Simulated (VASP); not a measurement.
# Sn2As2Se (Cmmm) in VASP: further runs

Runs on Sn2As2Se. Level: PBE. Tasks: single point.

All numbers are computed with VASP 6.6.1; they aren't measurements. Logs are shortened: lines on timing, memory, paths and dates and some standing lists are left out, and cuts for length are marked.

## Step 1: The cell of the first run

It takes space group Cmmm (No. 65, orthorhombic). The conventional cell has a = 4.823 Å, b = 9.837 Å, c = 6.063 Å, α = 90.00°, β = 90.00°, γ = 90.00°. Within 3.2 Å of Sn (site symmetry 2mm) lie 2 Sn at 2.39 to 2.43 Å and 2 As at 2.46 Å. Within 3.2 Å of As (site symmetry 2/m) lie 2 As at 2.41 Å and 2 Sn at 2.46 Å. Within 4.3 Å of Se (site symmetry mmm) lie 4 Sn at 3.26 Å and 8 As at 4.09 Å.

## Step 2: Single point, PBE

INCAR

```
ALGO = Normal
EDIFF = 1E-6
ENCUT = 520
GGA = PE
ISIF = 2
ISMEAR = 0
LASPH = True
LCHARG = True
LELF = True
LREAL = False
LVHAR = True
LWAVE = False
NBANDS = 30
NELM = 60
PREC = Accurate
SIGMA = 0.1
```

KPOINTS

```
k-points
0
Gamma
  4 4 4
```

POSCAR

```
Sn2As2Se
1.0
    2.4116216100     -4.9186625900      0.0000000000
    2.4116216100      4.9186625900      0.0000000000
    0.0000000000      0.0000000000      6.0634922700
Sn As Se
2 2 1
Direct
    0.7481334800      0.7481334800      0.0000000000
    0.2518665200      0.2518665200      0.0000000000
    0.0000000000      0.5000000000      0.0000000000
    0.5000000000      0.0000000000      0.0000000000
    0.5000000000      0.5000000000      0.5000000000
```

Potentials or basis: VASP PAW PBE potentials, release 64 (Sn_d, As, Se).

On the command line:

```console
> cat potpaw_PBE.64/Sn_d/POTCAR potpaw_PBE.64/As/POTCAR potpaw_PBE.64/Se/POTCAR > POTCAR
> mpirun -np 1 vasp_std > vasp.out
```

OUTCAR:

```text
EDIFF = 1E-6
   ENCUT = 520
   GGA = PE
   ISIF = 2
   ISMEAR = 0
   LASPH = True
   LREAL = False
   NELM = 60
   PREC = Accurate

 ion  position               nearest neighbor table
   1  0.748  0.748  0.000-   2 2.39   2 2.43   3 2.46   4 2.46   5 3.26   5 3.26
   2  0.252  0.252  0.000-   1 2.39   1 2.43   4 2.46   3 2.46   5 3.26   5 3.26
   3  0.000  0.500  0.000-   4 2.41   4 2.41   1 2.46   2 2.46
   4  0.500  0.000  0.000-   3 2.41   3 2.41   1 2.46   2 2.46
   5  0.500  0.500  0.500-   1 3.26   2 3.26   1 3.26   2 3.26

  LATTYP: Found a base centered orthorhombic cell.
 ALAT       =     4.8232432200
 B/A-ratio  =     2.0395664766
 C/A-ratio  =     1.2571400598

  Lattice vectors:

 A1 = (   2.4116216100,  -4.9186625900,   0.0000000000)
 A2 = (   2.4116216100,   4.9186625900,   0.0000000000)
 A3 = (   0.0000000000,   0.0000000000,   6.0634922700)

Analysis of symmetry for initial positions (statically):
=====================================================================
 Subroutine PRICEL returns:
 Original cell was already a primitive cell.

 Routine SETGRP: Setting up the symmetry group for a
 base centered orthorhombic supercell.

 Subroutine GETGRP returns: Found  8 space group operations
 (whereof  8 operations were pure point group operations)
 out of a pool of  8 trial point group operations.

The static configuration has the point symmetry D_2h.

Analysis of symmetry for dynamics (positions and initial velocities):
=====================================================================
 Subroutine PRICEL returns:
 Original cell was already a primitive cell.

 Routine SETGRP: Setting up the symmetry group for a
 base centered orthorhombic supercell.

 Subroutine GETGRP returns: Found  8 space group operations
 (whereof  8 operations were pure point group operations)
 out of a pool of  8 trial point group operations.

The dynamic configuration has the point symmetry D_2h.

 Subroutine INISYM returns: Found  8 space group operations
 (whereof  8 operations are pure point group operations),
 and found     1 'primitive' translations

----------------------------------------------------------------------------------------

                                     Primitive cell

  volume of cell :     143.8497

  direct lattice vectors                    reciprocal lattice vectors
     2.411621610 -4.918662590  0.000000000     0.207329375 -0.101653649  0.000000000
     2.411621610  4.918662590  0.000000000     0.207329375  0.101653649  0.000000000
     0.000000000  0.000000000  6.063492270     0.000000000  0.000000000  0.164921460

  length of vectors
     5.478061743  5.478061743  6.063492270     0.230908930  0.230908930  0.164921460

  position of ions in fractional coordinates (direct lattice)
     0.748133480  0.748133480  0.000000000
     0.251866520  0.251866520  0.000000000
     0.000000000  0.500000000  0.000000000
     0.500000000  0.000000000  0.000000000
     0.500000000  0.500000000  0.500000000

  ion indices of the primitive-cell ions
   primitive index   ion index
                 1           1
                 2           2
                 3           3
                 4           4
                 5           5

----------------------------------------------------------------------------------------

 KPOINTS: k-points

Automatic generation of k-mesh.
 Grid dimensions read from file:
 generate k-points for:    4    4    4

 Generating k-lattice:

  Cartesian coordinates                     Fractional coordinates (reciprocal lattice)
     0.051832344 -0.025413412  0.000000000     0.250000000  0.000000000  0.000000000
     0.051832344  0.025413412  0.000000000     0.000000000  0.250000000  0.000000000
     0.000000000  0.000000000  0.041230365     0.000000000  0.000000000  0.250000000

  Length of vectors
     0.057727232  0.057727232  0.041230365

  Shift w.r.t. Gamma in fractional coordinates (k-lattice)
     0.000000000  0.000000000  0.000000000

 Subroutine IBZKPT returns following result:
 ===========================================

 Found     21 irreducible k-points:

 Following reciprocal coordinates:
            Coordinates               Weight
  0.000000  0.000000  0.000000      1.000000
  0.250000 -0.000000  0.000000      4.000000
  0.500000 -0.000000  0.000000      2.000000
  0.250000  0.250000  0.000000      2.000000
  0.500000  0.250000  0.000000      4.000000
 -0.250000  0.250000  0.000000      2.000000
[... 13 lines left out ...]
 -0.250000  0.250000  0.500000      2.000000
  0.500000  0.500000  0.500000      1.000000
   k-points           NKPTS =     21   k-points in BZ     NKDIM =     21   number of bands    NBANDS=     30
   number of dos      NEDOS =    301   number of ions     NIONS =      5
   total plane-waves  NPLWV =  84672
   dimension x,y,z NGX =    42 NGY =   42 NGZ =   48
   dimension x,y,z NGXF=    84 NGYF=   84 NGZF=   96
   ions per type =               2   2   1
   NGX,Y,Z   is equivalent  to a cutoff of  12.75, 12.75, 13.16 a.u.
   NGXF,Y,Z  is equivalent  to a cutoff of  25.49, 25.49, 26.32 a.u.
 SYSTEM =  unknown system
   PREC   = accura    normal or accurate (medium, high low for compatibility)
   ISTART =      0    job   : 0-new  1-cont  2-samecut
   ICHARG =      2    charge: 1-file 2-atom 10-const
   ISPIN  =      1    spin polarized calculation?
   LNONCOLLINEAR =      F non collinear calculations
   LSORBIT =      F    spin-orbit coupling
   LASPH  =      T    aspherical Exc in radial PAW
   ENCUT  =  520.0 eV  38.22 Ry    6.18 a.u.  10.19 10.19 11.27*2*pi/ulx,y,z
   NELM   =     60;   NELMIN=  2; NELMDL= -5     # of ELM steps
   EDIFF  = 0.1E-05   stopping-criterion for ELM
   LREAL  =      F    real-space projection
   EDIFFG = 0.1E-04   stopping-criterion for IOM
   NSW    =      0    number of steps for IOM
   IBRION =     -1    ionic relax: 0-MD 1-quasi-New 2-CG
   NFREE  =      0    steps in history (QN), initial steepest desc. (CG)
   ISIF   =      2    stress and relaxation
   ISYM   =      2    0-nonsym 1-usesym 2-fastsym
   POTIM  = 0.5000    time-step for ionic-motion
   TEBEG  =    0.0;   TEEND  =   0.0 temperature during run
   PSTRESS=    0.0 pullay stress
   NELECT =      44.0000    total number of electrons
   NUPDOWN=      -1.0000    fix difference up-down
   EMIN   =  10.00;   EMAX   =-10.00  energy-range for DOS
   EFERMI =   0.00;   METHOD = LEGACY
   ISMEAR =     0;   SIGMA  =   0.10  broadening in eV -4-tet -1-fermi 0-gaus
   EFERMI_NEDOS =   21; number of points for ismear=-14 and -15
   IALGO  =     38    algorithm
   IMIX   =      4    mixing-type and parameters
     AMIX     =   0.40;   BMIX     =  1.00
     AMIX_MAG =   1.60;   BMIX_MAG =  1.00
  volume/ion in A,a.u.               =      28.77       194.15
  Fermi-wavevector in a.u.,A,eV,Ry     =   1.103035  2.084434 16.554028  1.216687
  Thomas-Fermi vector in A             =   2.239487
   LORBIT       =      0    0 simple, 1 ext, 2 COOP (PROOUT), +10 PAW based schemes
   GGA     = PE    functional components
   LHFCALC =     F    Hartree Fock is set to
   AEXX    =    0.0000 exact exchange contribution
   IVDW    =     0    specifies the selected vdW correction
   LEPSILON=     F    determine dielectric tensor
   LRPA    =     F    only Hartree local field effects (RPA)
 non-spin polarized calculation
 Gauss-broadening in eV      SIGMA  =   0.10
  energy-cutoff  :      520.00
  volume of cell :      143.85
 maximum number of plane-waves:      3888
 NGX is ok and might be reduce to    42
   NGX = 21   NGY = 21   NGZ = 23

 number of electron      44.0000012 magnetization

 Free energy of the ion-electron system (eV)
  ---------------------------------------------------
  ext. energy  EPLUGINS =         0.00000000
  ---------------------------------------------------
  free energy    TOTEN  =       -14.49311148 eV

  energy without entropy =      -14.47702990  energy(sigma->0) =      -14.48507069

 E-fermi :   3.9166     XC(G=0):  -8.7021

 val. band max:        3.8131457236   @ k =   0.5000   0.5000   0.5000
 cond. band min:       3.9178710260   @ k =   0.2500   0.2500   0.5000
 fundamental gap:      0.1047253024
 Fermi energy:         3.9165950873

 k-point     1 :       0.0000    0.0000    0.0000
  band No.  band energies     occupation
      1     -19.4259      2.00000
      2     -18.6408      2.00000
      3     -18.5781      2.00000
      4     -18.2787      2.00000
      5     -18.1259      2.00000
      6     -18.1175      2.00000
[... 22 lines left out ...]
     29      10.3638      0.00000
     30      11.0862      0.00000

 k-point     2 :       0.2500   -0.0000    0.0000
  band No.  band energies     occupation
      1     -19.1331      2.00000
      2     -18.5136      2.00000
      3     -18.4560      2.00000
      4     -18.2486      2.00000
      5     -18.1430      2.00000
      6     -18.1090      2.00000
[... 22 lines left out ...]
     29       9.5214      0.00000
     30      10.7008      0.00000

 k-point     3 :       0.5000   -0.0000    0.0000
  band No.  band energies     occupation
      1     -18.4655      2.00000
      2     -18.3727      2.00000
      3     -18.2173      2.00000
      4     -18.1778      2.00000
      5     -18.1739      2.00000
      6     -18.1664      2.00000
[... 22 lines left out ...]
     29       9.8232      0.00000
     30      10.8896      0.00000

 k-point     4 :       0.2500    0.2500    0.0000
  band No.  band energies     occupation
      1     -18.4657      2.00000
      2     -18.3726      2.00000
      3     -18.2174      2.00000
      4     -18.1779      2.00000
      5     -18.1739      2.00000
      6     -18.1681      2.00000
[... 517 lines left out ...]
     29      10.0997      0.00000
     30      10.3375      0.00000

 k-point    20 :      -0.2500    0.2500    0.5000
  band No.  band energies     occupation
      1     -19.4251      2.00000
      2     -18.6362      2.00000
      3     -18.5784      2.00000
      4     -18.2618      2.00000
      5     -18.1284      2.00000
      6     -18.1215      2.00000
[... 22 lines left out ...]
     29       9.5545      0.00000
     30      10.2547      0.00000

 k-point    21 :       0.5000    0.5000    0.5000
  band No.  band energies     occupation
      1     -19.4242      2.00000
      2     -18.6315      2.00000
      3     -18.5785      2.00000
      4     -18.2452      2.00000
      5     -18.1308      2.00000
      6     -18.1257      2.00000
[... 22 lines left out ...]
     29       9.7472      0.00000
     30      10.4269      0.00000

------------------------ aborting loop because EDIFF is reached ----------------------------------------

  FORCE on cell =-STRESS in cart. coord.  units (eV):
  Direction    XX          YY          ZZ          XY          YZ          ZX
  --------------------------------------------------------------------------------------
  -------------------------------------------------------------------------------------
  Total       29.5475471     29.9406512     -5.8224139      0.0000000      0.0000000      0.0000000
  in kB      329.0962956    333.4746319    -64.8492016      0.0000000      0.0000000      0.0000000
  external PRESSURE =     199.2405753 kB  Pullay stress =       0.0000000 kB

 VOLUME and BASIS-vectors are now :
 -----------------------------------------------------------------------------
  energy-cutoff  :      520.00
  volume of cell :      143.85
      direct lattice vectors                 reciprocal lattice vectors
     2.411621610 -4.918662590  0.000000000     0.207329375 -0.101653649  0.000000000
     2.411621610  4.918662590  0.000000000     0.207329375  0.101653649  0.000000000
     0.000000000  0.000000000  6.063492270     0.000000000  0.000000000  0.164921460

 POSITION                                       TOTAL-FORCE (eV/Angst)
 -----------------------------------------------------------------------------------
      3.60843      0.00000      0.00000         0.347144      0.000000      0.000000
      1.21481      0.00000      0.00000        -0.347144      0.000000      0.000000
      1.20581      2.45933      0.00000        -0.000000      0.000000      0.000000
      1.20581     -2.45933      0.00000         0.000000     -0.000000      0.000000
      2.41162      0.00000      3.03175         0.000000      0.000000      0.000000
 -----------------------------------------------------------------------------------
    total drift:                                0.000000      0.000000      0.000000

  FREE ENERGIE OF THE ION-ELECTRON SYSTEM (eV)
  ---------------------------------------------------
  free  energy   TOTEN  =       -14.4931114827 eV

  energy  without entropy=      -14.4770299008  energy(sigma->0) =      -14.48507069
```

It took 55 s on 1 thread of AMD EPYC 9R45 (Zen 5), shared host; peak memory 0.29 GiB.

What came out:

- Free energy: -14.4931 eV
- Pressure: 19.9 GPa
- Largest force: 0.347 eV/Å
- Band gap on the k mesh: zero (band 22 reaches 4.21 eV, above the bottom of band 23 at 3.38 eV)

Forces on the atoms (eV/Å):
```
Sn   0.347  0.000  0.000
Sn  -0.347  0.000  0.000
As   0.000  0.000  0.000
As   0.000  0.000  0.000
Se   0.000  0.000  0.000
```

Stress tensor (GPa, compression positive):
```
32.91  0.00  0.00
 0.00 33.35  0.00
 0.00  0.00 -6.48
```

Caveat: the k points lie up to 0.36 Å⁻¹ apart; spin-orbit coupling is left out, which moves the levels of the heavy elements.

## Step 3: Single point, PBE

This run uses another cell than the first one, of 32.10 Å³/atom, 1.116 times its volume.

INCAR

```
SYSTEM = Sn2As2Se
  PREC = Accurate
  ENCUT = 520
  EDIFF = 1E-6
  ISMEAR = 0
  SIGMA = 0.1
  LREAL = .FALSE.
  LASPH = .TRUE.
  NELM = 60
  ALGO = Normal
  ISIF = 2
  LWAVE = .FALSE.
  LCHARG = .TRUE.
  GGA = PE
  LELF = .TRUE.
  LVHAR = .TRUE.
  NBANDS = 30
```

KPOINTS

```
regular mesh
0
G
  4 4 4
  0 0 0
```

POSCAR

```
Sn2As2Se
1.0
    2.8343069321     -5.6044633798      0.0000000000
    2.8343069321      5.6044633798      0.0000000000
    0.0000000000      0.0000000000      5.0513964926
Sn As Se
2 2 1
Direct
    0.7513752341      0.7513752341      0.0000000000
    0.2486247659      0.2486247659      0.0000000000
    0.0000000000      0.5000000000      0.0000000000
    0.5000000000      0.0000000000      0.0000000000
    0.5000000000      0.5000000000      0.5000000000
```

Potentials or basis: VASP PAW PBE potentials, release 64 (Sn_d, As, Se).

On the command line:

```console
> cat potpaw_PBE.64/Sn_d/POTCAR potpaw_PBE.64/As/POTCAR potpaw_PBE.64/Se/POTCAR > POTCAR
> mpirun -np 1 vasp_std > vasp.out
```

Wall time 64 s (1 thread of AMD EPYC 9R45 (Zen 5), shared host); peak memory 0.31 GiB.

Results (log left out):

```
Free energy            : -18.6819 eV
Pressure               : 0.1 GPa
Largest force          : 0.026 eV/Å
Band gap on the k mesh : zero (band 22 reaches 3.71 eV, above the bottom of band 23 at 3.03 eV)
```

Forces in eV/Å, atoms in the order of the input:
```
Sn  -0.026  0.000  0.000
Sn   0.026  0.000  0.000
As   0.000  0.000  0.000
As   0.000  0.000  0.000
Se   0.000  0.000  0.000
```

Stress tensor (GPa, compression positive):
```
0.16 0.00 0.00
0.00 0.07 0.00
0.00 0.00 0.01
```

Levels at points of the mesh, in eV from the Fermi level:
```tsv
k point	band 20	band 21	band 22	band 23	band 24	band 25
(0.00, 0.00, 0.00)	-0.87	-0.77	-0.64	1.04	2.02	3.34
(0.50, 0.00, 0.00)	-0.94	-0.41	-0.18	-0.08	0.12	1.07
(0.50, 0.50, 0.00)	-1.64	-1.32	0.07	0.11	0.37	1.39
(0.00, 0.00, 0.50)	-2.22	-1.45	0.54	1.04	1.40	2.76
(0.50, 0.00, 0.50)	-1.05	-0.15	-0.06	0.13	0.82	2.45
(0.50, 0.50, 0.50)	-1.99	-0.27	-0.07	-0.04	0.68	0.89
```

Caveat: spin-orbit coupling is left out, which moves the levels of the heavy elements.
